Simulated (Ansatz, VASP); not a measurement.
**Al: VASP beside Ansatz**

```
Al
1.0
     0.00000    2.02398    2.13024
     2.02398    0.00000    2.13024
     2.02398    2.02398    0.00000
Al
1
Direct
  0.00000 0.00000 0.00000
```

Change from the starting cell: strain +0.0525 x Voigt [0, 0, 1, 0, 0, 0], atoms carried along.

Alike in both runs: task single point; functional PBEsol; dispersion D3(BJ); k mesh 20 × 20 × 20; occupations gaussian, width 0.15 eV; no spin polarisation.

|  | VASP | Ansatz |
| --- | --- | --- |
| version | VASP 6.6.1 | Ansatz 0.2.0 |
| potentials or method | VASP PAW PBE potentials, release 64 (Al), cutoff 520 eV | scalar-relativistic, plane waves, PAW |
| valence electrons in the cell | 3 | 3 |

|  | VASP | Ansatz | Ansatz less VASP |
| --- | --- | --- | --- |
| gap on the k mesh at the Fermi level (eV) | none | none | - |
| pressure (GPa) | -7.9 | -7.9 | -0.04 |
| traceless stress, the component that is largest in VASP (GPa) | -1.31 | -1.30 | +0.006 |

VASP's potentials were made for PBE, not for PBEsol. A gap of «none» marks a metal or a gap that the smearing closes.
